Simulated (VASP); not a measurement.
# MnO (Manganosite) (Fm-3m) in VASP: single point with PBEsol

Aim: the single point of MnO (Manganosite) with PBEsol.

Everything below comes from runs of VASP 6.6.1. Logs are shortened: lines on timing, memory, paths and dates and some standing lists are left out, and cuts for length are marked.

## Step 1: The cell of the first run

Symmetry: Fm-3m, No. 225, cubic system. Conventional cell: a = 4.446 Å, b = 4.446 Å, c = 4.446 Å, α = 90.00°, β = 90.00°, γ = 90.00°. Mn (site symmetry m-3m) has 6 O at 2.22 Å within 2.9 Å. O (site symmetry m-3m) has 6 Mn at 2.22 Å within 2.9 Å.

## Step 2: Single point, PBEsol, collinear spin, ferromagnetic start

Input file INCAR:

```
SYSTEM = MnO
ALGO = Normal
EDIFF = 1E-6
ENCUT = 600
GGA = PS
GGA_COMPAT = .False.
ISIF = 2
ISMEAR = 0
ISPIN = 2
LASPH = .True.
LCHARG = .True.
LELF = .True.
LMAXMIX = 4
LORBIT = 11
LREAL = .False.
LVHAR = .True.
LWAVE = .False.
MAGMOM = 5.2 0
NBANDS = 20
NELM = 200
PREC = Accurate
SIGMA = 0.2
```

Input file KPOINTS:

```
k-points
0
Gamma
  5 5 5
  0 0 0
```

Input file POSCAR:

```
MnO
1.0
    0.0000000000      2.2230000000      2.2230000000
    2.2230000000      0.0000000000      2.2230000000
    2.2230000000      2.2230000000      0.0000000000
Mn O
1 1
Direct
    0.0000000000      0.0000000000      0.0000000000
    0.5000000000      0.5000000000      0.5000000000
```

Potentials or basis: VASP PAW PBE potentials, release 64 (Mn_pv, O).

On the command line:

```sh
$ cat potpaw_PBE.64/Mn_pv/POTCAR potpaw_PBE.64/O/POTCAR > POTCAR
$ mpirun -np 1 vasp_std > vasp.out
```

OUTCAR:

```text
SYSTEM = MnO
   EDIFF = 1E-6
   ENCUT = 600
   GGA = PS
   ISIF = 2
   ISMEAR = 0
   ISPIN = 2
   LASPH = .True.
   LORBIT = 11
   LREAL = .False.
   NELM = 200
   PREC = Accurate

 ion  position               nearest neighbor table
   1  0.000  0.000  0.000-   2 2.22   2 2.22   2 2.22   2 2.22   2 2.22   2 2.22
   2  0.500  0.500  0.500-   1 2.22   1 2.22   1 2.22   1 2.22   1 2.22   1 2.22

  LATTYP: Found a face centered cubic cell.
 ALAT       =     4.4460000000

  Lattice vectors:

 A1 = (   0.0000000000,   2.2230000000,   2.2230000000)
 A2 = (   2.2230000000,   0.0000000000,   2.2230000000)
 A3 = (   2.2230000000,   2.2230000000,   0.0000000000)

Analysis of symmetry for initial positions (statically):
=====================================================================
 Subroutine PRICEL returns:
 Original cell was already a primitive cell.

 Routine SETGRP: Setting up the symmetry group for a
 face centered cubic supercell.

 Subroutine GETGRP returns: Found 48 space group operations
 (whereof 48 operations were pure point group operations)
 out of a pool of 48 trial point group operations.

The static configuration has the point symmetry O_h .

Analysis of symmetry for dynamics (positions and initial velocities):
=====================================================================
 Subroutine PRICEL returns:
 Original cell was already a primitive cell.

 Routine SETGRP: Setting up the symmetry group for a
 face centered cubic supercell.

 Subroutine GETGRP returns: Found 48 space group operations
 (whereof 48 operations were pure point group operations)
 out of a pool of 48 trial point group operations.

The dynamic configuration has the point symmetry O_h .

Analysis of structural, dynamic, and magnetic symmetry:
=====================================================================
 Subroutine PRICEL returns:
 Original cell was already a primitive cell.

 Routine SETGRP: Setting up the symmetry group for a
 face centered cubic supercell.

 Subroutine GETGRP returns: Found 48 space group operations
 (whereof 48 operations were pure point group operations)
 out of a pool of 48 trial point group operations.

The overall configuration has the point symmetry O_h .

 Subroutine INISYM returns: Found 48 space group operations
 (whereof 48 operations are pure point group operations),
 and found     1 'primitive' translations

----------------------------------------------------------------------------------------

                                     Primitive cell

  volume of cell :      21.9709

  direct lattice vectors                    reciprocal lattice vectors
     0.000000000  2.223000000  2.223000000    -0.224921278  0.224921278  0.224921278
     2.223000000  0.000000000  2.223000000     0.224921278 -0.224921278  0.224921278
     2.223000000  2.223000000  0.000000000     0.224921278  0.224921278 -0.224921278

  length of vectors
     3.143796749  3.143796749  3.143796749     0.389575080  0.389575080  0.389575080

  position of ions in fractional coordinates (direct lattice)
     0.000000000  0.000000000  0.000000000
     0.500000000  0.500000000  0.500000000

  ion indices of the primitive-cell ions
   primitive index   ion index
                 1           1
                 2           2

----------------------------------------------------------------------------------------

 KPOINTS: k-points

Automatic generation of k-mesh.
 Grid dimensions read from file:
 generate k-points for:    5    5    5

 Generating k-lattice:

  Cartesian coordinates                     Fractional coordinates (reciprocal lattice)
    -0.044984256  0.044984256  0.044984256     0.200000000  0.000000000  0.000000000
     0.044984256 -0.044984256  0.044984256     0.000000000  0.200000000  0.000000000
     0.044984256  0.044984256 -0.044984256     0.000000000  0.000000000  0.200000000

  Length of vectors
     0.077915016  0.077915016  0.077915016

  Shift w.r.t. Gamma in fractional coordinates (k-lattice)
     0.000000000  0.000000000  0.000000000

 Subroutine IBZKPT returns following result:
 ===========================================

 Found     10 irreducible k-points:

 Following reciprocal coordinates:
            Coordinates               Weight
  0.000000  0.000000  0.000000      1.000000
  0.200000  0.000000  0.000000      8.000000
  0.400000  0.000000  0.000000      8.000000
  0.200000  0.200000  0.000000      6.000000
  0.400000  0.200000  0.000000     24.000000
 -0.400000  0.200000  0.000000     24.000000
 -0.200000  0.200000  0.000000     12.000000
  0.400000  0.400000  0.000000      6.000000
 -0.400000  0.400000  0.000000     12.000000
 -0.400000  0.400000  0.200000     24.000000
   k-points           NKPTS =     10   k-points in BZ     NKDIM =     10   number of bands    NBANDS=     20
   number of dos      NEDOS =    301   number of ions     NIONS =      2
   total plane-waves  NPLWV =  21952
   dimension x,y,z NGX =    28 NGY =   28 NGZ =   28
   dimension x,y,z NGXF=    56 NGYF=   56 NGZF=   56
   ions per type =               1   1
   NGX,Y,Z   is equivalent  to a cutoff of  14.81, 14.81, 14.81 a.u.
   NGXF,Y,Z  is equivalent  to a cutoff of  29.61, 29.61, 29.61 a.u.
 SYSTEM =  MnO
   PREC   = accura    normal or accurate (medium, high low for compatibility)
   ISTART =      0    job   : 0-new  1-cont  2-samecut
   ICHARG =      2    charge: 1-file 2-atom 10-const
   ISPIN  =      2    spin polarized calculation?
   LNONCOLLINEAR =      F non collinear calculations
   LSORBIT =      F    spin-orbit coupling
   LASPH  =      T    aspherical Exc in radial PAW
   ENCUT  =  600.0 eV  44.10 Ry    6.64 a.u.   6.28  6.28  6.28*2*pi/ulx,y,z
   NELM   =    200;   NELMIN=  2; NELMDL= -5     # of ELM steps
   EDIFF  = 0.1E-05   stopping-criterion for ELM
   LREAL  =      F    real-space projection
   EDIFFG = 0.1E-04   stopping-criterion for IOM
   NSW    =      0    number of steps for IOM
   IBRION =     -1    ionic relax: 0-MD 1-quasi-New 2-CG
   NFREE  =      0    steps in history (QN), initial steepest desc. (CG)
   ISIF   =      2    stress and relaxation
   ISYM   =      2    0-nonsym 1-usesym 2-fastsym
   POTIM  = 0.5000    time-step for ionic-motion
   TEBEG  =    0.0;   TEEND  =   0.0 temperature during run
   PSTRESS=    0.0 pullay stress
   NELECT =      19.0000    total number of electrons
   NUPDOWN=      -1.0000    fix difference up-down
   EMIN   =  10.00;   EMAX   =-10.00  energy-range for DOS
   EFERMI =   0.00;   METHOD = LEGACY
   ISMEAR =     0;   SIGMA  =   0.20  broadening in eV -4-tet -1-fermi 0-gaus
   EFERMI_NEDOS =   21; number of points for ismear=-14 and -15
   IALGO  =     38    algorithm
   IMIX   =      4    mixing-type and parameters
     AMIX     =   0.40;   BMIX     =  1.00
     AMIX_MAG =   1.60;   BMIX_MAG =  1.00
  volume/ion in A,a.u.               =      10.99        74.13
  Fermi-wavevector in a.u.,A,eV,Ry     =   1.559708  2.947420 33.098734  2.432688
  Thomas-Fermi vector in A             =   2.663027
   LORBIT       =     11    0 simple, 1 ext, 2 COOP (PROOUT), +10 PAW based schemes
   GGA     = PS    functional components
   LHFCALC =     F    Hartree Fock is set to
   AEXX    =    0.0000 exact exchange contribution
   IVDW    =     0    specifies the selected vdW correction
   LEPSILON=     F    determine dielectric tensor
   LRPA    =     F    only Hartree local field effects (RPA)
 spin polarized calculation
 Gauss-broadening in eV      SIGMA  =   0.20
  energy-cutoff  :      600.00
  volume of cell :       21.97
 maximum number of plane-waves:       741
 NGX is ok and might be reduce to    28
   NGX = 13   NGY = 13   NGZ = 13

 number of electron      18.9999997 magnetization       4.7407940

 Free energy of the ion-electron system (eV)
  ---------------------------------------------------
  ext. energy  EPLUGINS =         0.00000000
  ---------------------------------------------------
  free energy    TOTEN  =       -17.22095877 eV

  energy without entropy =      -17.19124789  energy(sigma->0) =      -17.20610333

 E-fermi :   7.4431     XC(G=0): -12.1047

 val. band max:        7.4211021644   @ k =   0.4000   0.0000   0.0000
 cond. band min:       7.4741515850   @ k =   0.2000   0.2000   0.0000
 fundamental gap:      0.0530494206
 Fermi energy:         7.4430579622

 spin component 1

 k-point     1 :       0.0000    0.0000    0.0000
  band No.  band energies     occupation
      1     -42.8014      1.00000
      2     -42.8014      1.00000
      3     -42.8014      1.00000
      4     -12.8348      1.00000
      5       3.6115      1.00000
      6       3.6115      1.00000
[... 12 lines left out ...]
     19      26.9901      0.00000
     20      26.9901      0.00000
[... 185 lines left out ...]
 k-point    10 :      -0.4000    0.4000    0.2000
  band No.  band energies     occupation
      1     -42.8493      1.00000
      2     -42.8347      1.00000
      3     -42.8209      1.00000
      4     -11.8059      1.00000
      5       0.2790      1.00000
      6       1.2359      1.00000
[... 12 lines left out ...]
     19      33.2621      0.00000
     20      33.4970      0.00000
 Fermi energy:         7.4430579622

 spin component 2

 k-point     1 :       0.0000    0.0000    0.0000
  band No.  band energies     occupation
      1     -38.2194      1.00000
      2     -38.2194      1.00000
      3     -38.2194      1.00000
      4     -12.3668      1.00000
      5       4.0322      1.00000
      6       4.0322      1.00000
[... 12 lines left out ...]
     19      29.2374      0.00000
     20      29.2374      0.00000
[... 185 lines left out ...]
 k-point    10 :      -0.4000    0.4000    0.2000
  band No.  band energies     occupation
      1     -38.2794      1.00000
      2     -38.2607      1.00000
      3     -38.2435      1.00000
      4     -11.3692      1.00000
      5       1.0971      1.00000
      6       2.0623      1.00000
[... 12 lines left out ...]
     19      34.3358      0.00000
     20      34.5543      0.00000

------------------------ aborting loop because EDIFF is reached ----------------------------------------

  FORCE on cell =-STRESS in cart. coord.  units (eV):
  Direction    XX          YY          ZZ          XY          YZ          ZX
  --------------------------------------------------------------------------------------
  -------------------------------------------------------------------------------------
  Total       -0.9765507     -0.9765507     -0.9765507      0.0000000      0.0000000     -0.0000000
  in kB      -71.2126234    -71.2126234    -71.2126234      0.0000000      0.0000000     -0.0000000
  external PRESSURE =     -71.2126234 kB  Pullay stress =       0.0000000 kB

 VOLUME and BASIS-vectors are now :
 -----------------------------------------------------------------------------
  energy-cutoff  :      600.00
  volume of cell :       21.97
      direct lattice vectors                 reciprocal lattice vectors
     0.000000000  2.223000000  2.223000000    -0.224921278  0.224921278  0.224921278
     2.223000000  0.000000000  2.223000000     0.224921278 -0.224921278  0.224921278
     2.223000000  2.223000000  0.000000000     0.224921278  0.224921278 -0.224921278

 POSITION                                       TOTAL-FORCE (eV/Angst)
 -----------------------------------------------------------------------------------
      0.00000      0.00000      0.00000        -0.000000     -0.000000      0.000000
      2.22300      2.22300      2.22300         0.000000      0.000000     -0.000000
 -----------------------------------------------------------------------------------
    total drift:                                0.000000      0.000000      0.000000

  FREE ENERGIE OF THE ION-ELECTRON SYSTEM (eV)
  ---------------------------------------------------
  free  energy   TOTEN  =       -17.2209587694 eV

  energy  without entropy=      -17.1912478864  energy(sigma->0) =      -17.20610333

 total charge

# of ion       s       p       d       tot
------------------------------------------
    1        0.207   6.179   4.972  11.358
    2        1.554   3.392   0.000   4.945
--------------------------------------------------
tot          1.761   9.571   4.972  16.303

 magnetization (x)

# of ion       s       p       d       tot
------------------------------------------
    1        0.035   0.025   4.238   4.299
    2        0.031   0.165   0.000   0.196
--------------------------------------------------
tot          0.065   0.190   4.238   4.494
```

It took 13 s on 1 thread of AMD EPYC 7R13 (Zen 3), shared host; peak memory 0.14 GiB.

Results:

```yaml
Free_energy: -17.2210 eV
Pressure: -7.1 GPa
Net_moment: 4.74 μB per cell
Site_moments: Mn +4.30; O +0.20 μB
Valence_electrons_inside_the_program's_atomic_spheres: Mn 11.36; O 4.95
```

Caveat: the k points lie up to 0.49 Å⁻¹ apart; the PAW data sets were made with another functional, which shifts forces and pressure a little; a cell with one magnetic atom can't hold antiferromagnetic order, which such compounds often take; semilocal functionals often make such compounds metallic where correlation or magnetic order opens a gap, which also shifts bond lengths. With open d or f shells a metallic result of PBEsol can be an artefact of self-interaction; +U or a hybrid may open a gap.
